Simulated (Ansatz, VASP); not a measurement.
## Two plane-wave programs on KBe7

File INCAR:

```
PREC = Accurate ; ENCUT = 520
EDIFF = 1E-6 ; ISMEAR = 0
SIGMA = 0.1 ; LREAL = F
LASPH = T ; NELM = 100
ALGO = Normal ; ISIF = 2
LWAVE = F ; LCHARG = F
GGA = PE ; NBANDS = 22
```

Contents of KPOINTS:

```
regular mesh
0
Gamma
  6 4 2
```

Contents of POSCAR:

```
KBe7
1.0
    2.7855437200      0.0000000000      0.0000000000
    0.0000000000      3.9393537000      0.0000000000
    0.0000000000      0.0000000000     11.1421748600
K Be
1 7
Direct
    0.0000000000      0.0000000000      0.0000000000
    0.5000000000      0.5000000000      0.8750000000
    0.0000000000      0.0000000000      0.7500000000
    0.5000000000      0.5000000000      0.6250000000
    0.0000000000      0.0000000000      0.5000000000
    0.5000000000      0.5000000000      0.3750000000
    0.0000000000      0.0000000000      0.2500000000
    0.5000000000      0.5000000000      0.1250000000
```

Input for Ansatz:

```yaml
crystal:
  lattice:
    - [2.78554372, 0.0, 0.0]
    - [0.0, 3.9393537, 0.0]
    - [0.0, 0.0, 11.14217486]
  atoms:
    - { symbol: K, position: [0.0, 0.0, 0.0] }
    - { symbol: Be, position: [0.5, 0.5, 0.875] }
    - { symbol: Be, position: [0.0, 0.0, 0.75] }
    - { symbol: Be, position: [0.5, 0.5, 0.625] }
    - { symbol: Be, position: [0.0, 0.0, 0.5] }
    - { symbol: Be, position: [0.5, 0.5, 0.375] }
    - { symbol: Be, position: [0.0, 0.0, 0.25] }
    - { symbol: Be, position: [0.5, 0.5, 0.125] }
basis:
  ecutwfc: 420
kpoints:
  mp_grid: { grid: [6, 4, 2] }
hamiltonian:
  xc: pbe
scf:
  occupations: { method: gaussian, width: 0.1 }
  lower_state_search: "off"
output:
  forces: true
  stress: true
  eigenvalues: true
```

Alike in both runs: task single point; functional PBE; k mesh 6 × 4 × 2; occupations gaussian, width 0.1 eV; no spin polarisation.

```csv
,VASP,Ansatz
version,VASP 6.6.1,Ansatz 0.2.0
potentials or method,"VASP PAW PBE potentials, release 64 (K_sv, Be), cutoff 520 eV","scalar-relativistic, plane waves, PAW"
valence electrons in the cell,23,23
```

VASP gave:

* gap on the k mesh at the Fermi level (eV): none
* pressure (GPa): -11.3
* traceless stress, the component that is largest in VASP (GPa): -5.97
* rms of the force components (eV/Å): 0.602

Problem. Estimate Ansatz's values.

Solution. gap on the k mesh at the Fermi level (eV): none; pressure (GPa): -11.4; traceless stress, the component that is largest in VASP (GPa): -6.01; rms of the force components (eV/Å): 0.598.

Atom by atom the forces differ by 0.004 eV/Å (rms over components). A gap of «none» marks a metal or a gap that the smearing closes. With one functional, cell and mesh, what is left measures potentials, basis and numerics.

The k mesh is coarse, so the values compare programs but aren't converged.
